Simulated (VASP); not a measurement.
PtSe2, 3 atoms in the cell. The structure is trigonal, space group P-3m1 (No. 164). Conventional cell: a = 3.720 Å, b = 3.720 Å, c = 4.660 Å, α = 90.00°, β = 90.00°, γ = 120.00°. Within 3.3 Å of Pt (site symmetry -3m) lie 6 Se at 2.49 Å. Within 3.4 Å of Se (site symmetry 3m) lie 3 Pt at 2.49 Å and 6 Se at 3.03 to 3.32 Å. 

* Program: VASP 6.6.1
* Task: relaxation of shape and atoms at fixed volume
* Functional: PBE
* Dispersion: D3(BJ)
* Potentials or basis: VASP PAW PBE potentials, release 64 (Pt, Se)
* Cutoff: 600 eV
* k mesh: 12 × 12 × 10
* Occupations: gaussian, width 0.1 eV
* Spin: no spin polarisation
* Dipole correction: no
* Further INCAR settings: ALGO = Normal; EDIFF = 1e-06; IBRION = 2; EDIFFG = -0.01; NSW = 50; ISIF = 4

Potentials or basis: VASP PAW PBE potentials, release 64 (Pt, Se).

Command:

```console
$ cat potpaw_PBE.64/Pt/POTCAR potpaw_PBE.64/Se/POTCAR > POTCAR
$ mpirun -np 1 vasp_std > vasp.out
```

Hardware: 1 thread of Intel Xeon 8259CL, with other jobs on the host.

Q: Estimate the wall time of this run.

A: Run time: 9.5 min on 1 thread of Intel Xeon 8259CL (shared host), peak memory 0.34 GiB. Counts: scf iterations 38, k points 162, ion steps 6.
